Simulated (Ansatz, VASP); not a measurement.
## Tl: VASP beside Ansatz

```xyz
1
Lattice="0.0000 2.5466 2.5466 2.5466 0.0000 2.5466 2.5466 2.5466 0.0000" Properties=species:S:1:pos:R:3 pbc="T T T"
Tl    0.0000    0.0000    0.0000
```

Change from the starting cell: volume scaled by 1.06.

Alike in both runs: task single point; functional PBE; k mesh 14 × 14 × 14; occupations fermi-dirac, width 0.08 eV; no spin polarisation.

|  | VASP | Ansatz |
| --- | --- | --- |
| version | VASP 6.6.1 | Ansatz 0.2.0 |
| potentials or method | VASP PAW PBE potentials, release 64 (Tl_d), cutoff 520 eV | all-electron LAPW, scalar-relativistic |

```csv
,VASP,Ansatz,Ansatz less VASP
pressure (GPa),-1.4,-1.3,+0.06
```

Ansatz ran all-electron here, and VASP with PAW potentials.

Neither program's run includes spin-orbit coupling.
